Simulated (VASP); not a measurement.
# Re (Fd-3m) in VASP: relaxation of cell and atoms with LDA

Aim: the relaxation of cell and atoms of Re with LDA.

All numbers are computed with VASP 6.6.1; they aren't measurements. Logs are shortened: lines on timing, memory, paths and dates and some standing lists are left out, and cuts for length are marked.

### Step 1. The cell of the first run

Symmetry: Fd-3m, No. 227, cubic system. Conventional cell: a = 5.416 Å, b = 5.416 Å, c = 5.416 Å, α = 90.00°, β = 90.00°, γ = 90.00°. Re (site symmetry -43m) has 4 Re at 2.35 Å within 3.1 Å.

This isn't the form of Re at room conditions, which is hcp.

### Step 2. Relaxation of cell and atoms, LDA

Contents of INCAR:

```
ALGO     = Normal         # electronic algorithm
EDIFF    = 1E-7           # SCF threshold, eV
EDIFFG   = -0.01          # ionic threshold
ENCUT    = 560            # plane-wave cutoff, eV
GGA      = CA             # functional
GGA_COMPAT= F            
IBRION   = 2              # ionic algorithm
ISIF     = 3              # what is computed and relaxed
ISMEAR   = -1             # smearing method
LASPH    = T              # aspherical terms in the spheres
LCHARG   = F              # write CHGCAR
LREAL    = F              # projectors in reciprocal space
LWAVE    = F              # write WAVECAR
NELM     = 120            # most SCF steps
NELMIN   = 4            
NSW      = 80             # ionic steps
PREC     = Accurate       # precision mode
SIGMA    = 0.1            # smearing width, eV
```

Contents of KPOINTS:

```
k-points
0
Gamma
  10 10 10
```

Contents of POSCAR:

```
Re
1.0
    0.0000000000      2.7082441576      2.7082441576
    2.7082441576      0.0000000000      2.7082441576
    2.7082441576      2.7082441576      0.0000000000
Re
2
Direct
    0.1250000000      0.1250000000      0.1250000000
    0.8750000000      0.8750000000      0.8750000000
```

Potentials or basis: VASP PAW LDA potentials, release 64 (Re_sv_GW).

The run is started by

```console
$ cat potpaw_LDA.64/Re_sv_GW/POTCAR > POTCAR
$ mpirun -np 1 vasp_std > vasp.out
```

OUTCAR:

```text
EDIFF = 1E-7
   EDIFFG = -0.01
   ENCUT = 560
   GGA = CA
   IBRION = 2
   ISIF = 3
   ISMEAR = -1
   LASPH = T
   LREAL = F
   NELM = 120
   NELMIN = 4
   NSW = 80
   PREC = Accurate

 ion  position               nearest neighbor table
   1  0.125  0.125  0.125-   2 2.35   2 2.35   2 2.35   2 2.35
   2  0.875  0.875  0.875-   1 2.35   1 2.35   1 2.35   1 2.35

  LATTYP: Found a face centered cubic cell.
 ALAT       =     5.4164883152

  Lattice vectors:

 A1 = (   0.0000000000,   2.7082441576,   2.7082441576)
 A2 = (   2.7082441576,   0.0000000000,   2.7082441576)
 A3 = (   2.7082441576,   2.7082441576,   0.0000000000)

Analysis of symmetry for initial positions (statically):
=====================================================================
 Subroutine PRICEL returns:
 Original cell was already a primitive cell.

 Routine SETGRP: Setting up the symmetry group for a
 face centered cubic supercell.

 Subroutine GETGRP returns: Found 48 space group operations
 (whereof 12 operations were pure point group operations)
 out of a pool of 48 trial point group operations.

The static configuration has the point symmetry D_3d.
 The point group associated with its full space group is O_h .

Analysis of symmetry for dynamics (positions and initial velocities):
=====================================================================
 Subroutine PRICEL returns:
 Original cell was already a primitive cell.

 Routine SETGRP: Setting up the symmetry group for a
 face centered cubic supercell.

 Subroutine GETGRP returns: Found 48 space group operations
 (whereof 12 operations were pure point group operations)
 out of a pool of 48 trial point group operations.

The dynamic configuration has the point symmetry D_3d.
 The point group associated with its full space group is O_h .

 Subroutine INISYM returns: Found 48 space group operations
 (whereof 12 operations are pure point group operations),
 and found     1 'primitive' translations

----------------------------------------------------------------------------------------

                                     Primitive cell

  volume of cell :      39.7277

  direct lattice vectors                    reciprocal lattice vectors
     0.000000000  2.708244158  2.708244158    -0.184621464  0.184621464  0.184621464
     2.708244158  0.000000000  2.708244158     0.184621464 -0.184621464  0.184621464
     2.708244158  2.708244158  0.000000000     0.184621464  0.184621464 -0.184621464

  length of vectors
     3.830035618  3.830035618  3.830035618     0.319773755  0.319773755  0.319773755

  position of ions in fractional coordinates (direct lattice)
     0.125000000  0.125000000  0.125000000
     0.875000000  0.875000000  0.875000000

  ion indices of the primitive-cell ions
   primitive index   ion index
                 1           1
                 2           2

----------------------------------------------------------------------------------------

 KPOINTS: k-points

Automatic generation of k-mesh.
 Grid dimensions read from file:
 generate k-points for:   10   10   10

 Generating k-lattice:

  Cartesian coordinates                     Fractional coordinates (reciprocal lattice)
    -0.018462146  0.018462146  0.018462146     0.100000000  0.000000000  0.000000000
     0.018462146 -0.018462146  0.018462146     0.000000000  0.100000000  0.000000000
     0.018462146  0.018462146 -0.018462146     0.000000000  0.000000000  0.100000000

  Length of vectors
     0.031977376  0.031977376  0.031977376

  Shift w.r.t. Gamma in fractional coordinates (k-lattice)
     0.000000000  0.000000000  0.000000000

 Subroutine IBZKPT returns following result:
 ===========================================

 Found     47 irreducible k-points:

 Following reciprocal coordinates:
            Coordinates               Weight
  0.000000  0.000000  0.000000      1.000000
  0.100000  0.000000  0.000000      8.000000
  0.200000  0.000000  0.000000      8.000000
  0.300000  0.000000  0.000000      8.000000
  0.400000  0.000000  0.000000      8.000000
  0.500000  0.000000  0.000000      4.000000
[... 16 lines left out ...]
  0.300000  0.300000  0.000000      6.000000
  0.400000  0.300000  0.000000     24.000000
 [... further k-points ...]
   k-points           NKPTS =     47   k-points in BZ     NKDIM =     47   number of bands    NBANDS=     19
   number of dos      NEDOS =    301   number of ions     NIONS =      2
   total plane-waves  NPLWV =  27000
   dimension x,y,z NGX =    30 NGY =   30 NGZ =   30
   dimension x,y,z NGXF=    60 NGYF=   60 NGZF=   60
   ions per type =               2
   NGX,Y,Z   is equivalent  to a cutoff of  13.02, 13.02, 13.02 a.u.
   NGXF,Y,Z  is equivalent  to a cutoff of  26.04, 26.04, 26.04 a.u.
 SYSTEM =  unknown system
   PREC   = accura    normal or accurate (medium, high low for compatibility)
   ISTART =      0    job   : 0-new  1-cont  2-samecut
   ICHARG =      2    charge: 1-file 2-atom 10-const
   ISPIN  =      1    spin polarized calculation?
   LNONCOLLINEAR =      F non collinear calculations
   LSORBIT =      F    spin-orbit coupling
   LASPH  =      T    aspherical Exc in radial PAW
   ENCUT  =  560.0 eV  41.16 Ry    6.42 a.u.   7.39  7.39  7.39*2*pi/ulx,y,z
   NELM   =    120;   NELMIN=  4; NELMDL= -5     # of ELM steps
   EDIFF  = 0.1E-06   stopping-criterion for ELM
   LREAL  =      F    real-space projection
   EDIFFG = -.1E-01   stopping-criterion for IOM
   NSW    =     80    number of steps for IOM
   IBRION =      2    ionic relax: 0-MD 1-quasi-New 2-CG
   NFREE  =      1    steps in history (QN), initial steepest desc. (CG)
   ISIF   =      3    stress and relaxation
   ISYM   =      2    0-nonsym 1-usesym 2-fastsym
   POTIM  = 0.5000    time-step for ionic-motion
   TEBEG  =    0.0;   TEEND  =   0.0 temperature during run
   PSTRESS=    0.0 pullay stress
   NELECT =      30.0000    total number of electrons
   NUPDOWN=      -1.0000    fix difference up-down
   EMIN   =  10.00;   EMAX   =-10.00  energy-range for DOS
   EFERMI =   0.00;   METHOD = LEGACY
   ISMEAR =    -1;   SIGMA  =   0.10  broadening in eV -4-tet -1-fermi 0-gaus
   EFERMI_NEDOS =   21; number of points for ismear=-14 and -15
   IALGO  =     38    algorithm
   IMIX   =      4    mixing-type and parameters
     AMIX     =   0.40;   BMIX     =  1.00
     AMIX_MAG =   1.60;   BMIX_MAG =  1.00
  volume/ion in A,a.u.               =      19.86       134.05
  Fermi-wavevector in a.u.,A,eV,Ry     =   1.490793  2.817191 30.238468  2.222465
  Thomas-Fermi vector in A             =   2.603530
   LORBIT       =      0    0 simple, 1 ext, 2 COOP (PROOUT), +10 PAW based schemes
   GGA     = CA    functional components
   LHFCALC =     F    Hartree Fock is set to
   AEXX    =    0.0000 exact exchange contribution
   IVDW    =     0    specifies the selected vdW correction
   LEPSILON=     F    determine dielectric tensor
   LRPA    =     F    only Hartree local field effects (RPA)
 conjugate gradient relaxation of ions
 non-spin polarized calculation
  energy-cutoff  :      560.00
  volume of cell :       39.73
 maximum number of plane-waves:      1243
 NGX is ok and might be reduce to    30
   NGX = 15   NGY = 15   NGZ = 15

--------------------------------------- Ionic step        1  -------------------------------------------

 number of electron      29.9999998 magnetization

 Free energy of the ion-electron system (eV)
  ---------------------------------------------------
  ext. energy  EPLUGINS =         0.00000000
  ---------------------------------------------------
  free energy    TOTEN  =       -26.98347562 eV

  energy without entropy =      -26.93908720  energy(sigma->0) =      -26.96128141

------------------------ aborting loop because EDIFF is reached ----------------------------------------

  FORCE on cell =-STRESS in cart. coord.  units (eV):
  Direction    XX          YY          ZZ          XY          YZ          ZX
  --------------------------------------------------------------------------------------
  -------------------------------------------------------------------------------------
  Total        4.6059263      4.6059263      4.6059263      0.0000000     -0.0000000     -0.0000000
  in kB      185.7522686    185.7522686    185.7522686      0.0000000     -0.0000000     -0.0000000
  external PRESSURE =     185.7522686 kB  Pullay stress =       0.0000000 kB
[... 89 lines left out ...]
  FREE ENERGIE OF THE ION-ELECTRON SYSTEM (eV)
  ---------------------------------------------------
  free  energy   TOTEN  =       -27.1530850389 eV

  energy  without entropy=      -27.1062867184  energy(sigma->0) =      -27.12968588

[... ionic steps 4 to 13 ...]

--------------------------------------- Ionic step       14  -------------------------------------------

 number of electron      30.0000003 magnetization

------------------------ aborting loop because EDIFF is reached ----------------------------------------

  FORCE on cell =-STRESS in cart. coord.  units (eV):
  Direction    XX          YY          ZZ          XY          YZ          ZX
  --------------------------------------------------------------------------------------
  -------------------------------------------------------------------------------------
  Total        0.0354632      0.0354632      0.0354632      0.0000000      0.0000000     -0.0000000
  in kB        1.3258127      1.3258127      1.3258127      0.0000000      0.0000000     -0.0000000
  external PRESSURE =       1.3258127 kB  Pullay stress =       0.0000000 kB
[... 57 lines left out ...]
  energy  without entropy=      -27.1080733331  energy(sigma->0) =      -27.13135030

--------------------------------------- Ionic step       16  -------------------------------------------

 number of electron      30.0000003 magnetization

 Free energy of the ion-electron system (eV)
  ---------------------------------------------------
  ext. energy  EPLUGINS =         0.00000000
  ---------------------------------------------------
  free energy    TOTEN  =       -27.15463214 eV

  energy without entropy =      -27.10807028  energy(sigma->0) =      -27.13135121

 E-fermi :   7.1242     XC(G=0): -11.8266

 val. band max:        7.0672543870   @ k =  -0.3000   0.2000   0.0000
 cond. band min:       7.1362524841   @ k =  -0.1000   0.1000   0.0000
 fundamental gap:      0.0689980971
 Fermi energy:         7.1242243909

 k-point     1 :       0.0000    0.0000    0.0000
  band No.  band energies     occupation
      1     -72.0458      2.00000
      2     -71.6438      2.00000
      3     -34.5393      2.00000
      4     -34.5393      2.00000
      5     -34.5393      2.00000
      6     -33.4626      2.00000
[... 11 lines left out ...]
     18      11.5053      0.00000
     19      11.5053      0.00000
[... 489 lines left out ...]
      3     -34.7383      2.00000
      4     -34.7288      2.00000
      5     -34.2584      2.00000
      6     -33.7607      2.00000
[... 11 lines left out ...]
     18       9.6066      0.00000
     19      11.7189      0.00000

 [... further k-points ...]

------------------------ aborting loop because EDIFF is reached ----------------------------------------

  FORCE on cell =-STRESS in cart. coord.  units (eV):
  Direction    XX          YY          ZZ          XY          YZ          ZX
  --------------------------------------------------------------------------------------
  -------------------------------------------------------------------------------------
  Total        0.0107386      0.0107386      0.0107386      0.0000000      0.0000000     -0.0000000
  in kB        0.4013141      0.4013141      0.4013141      0.0000000      0.0000000     -0.0000000
  external PRESSURE =       0.4013141 kB  Pullay stress =       0.0000000 kB
[... 17 lines left out ...]
  FREE ENERGIE OF THE ION-ELECTRON SYSTEM (eV)
  ---------------------------------------------------
  free  energy   TOTEN  =       -27.1546321435 eV

  energy  without entropy=      -27.1080702844  energy(sigma->0) =      -27.13135121

 reached required accuracy - stopping structural energy minimisation
```

Run time: 2.8 min. Hardware: 1 thread of Intel Xeon 6975P-C (Granite Rapids), shared host; peak memory 0.18 GiB.

What came out:

```
Free energy                           : -27.1546 eV
Relaxed volume                        : 21.44 Å³/atom
Relaxed cell                          : a = 3.929 Å, b = 3.929 Å, c = 3.929 Å, α = 60.00°, β = 60.00°, γ = 60.00°
Space group after relaxing (to 0.1 Å) : Fd-3m (No. 227)
Pressure after relaxing               : 0.0 GPa
Band gap on the k mesh                : zero (bands 15 and 16 overlap by 1.26 eV)
```

Final structure:
```
Re
1.0
     0.00000    2.77789    2.77789
     2.77789    0.00000    2.77789
     2.77789    2.77789    0.00000
Re
2
Direct
  0.12500 0.12500 0.12500
  0.87500 0.87500 0.87500
```

Levels at points of the mesh, in eV from the Fermi level:
```tsv
k point	band 11	band 12	band 13	band 14	band 15	band 16	band 17	band 18	band 19
(0.00, 0.00, 0.00)	-3.21	-2.29	-2.29	-2.29	0.68	0.68	0.68	4.38	4.38
(0.50, 0.00, 0.00)	-2.89	-2.89	-2.57	-2.57	-0.81	1.83	1.83	3.45	3.45
(0.50, 0.50, 0.00)	-2.51	-2.51	-1.83	-1.83	-0.06	-0.06	3.85	3.85	4.85
```

Caveat: spin-orbit coupling is left out, which moves the levels of the heavy elements.

The gap in the log of VASP goes by the Fermi energy; the results here count the filled bands.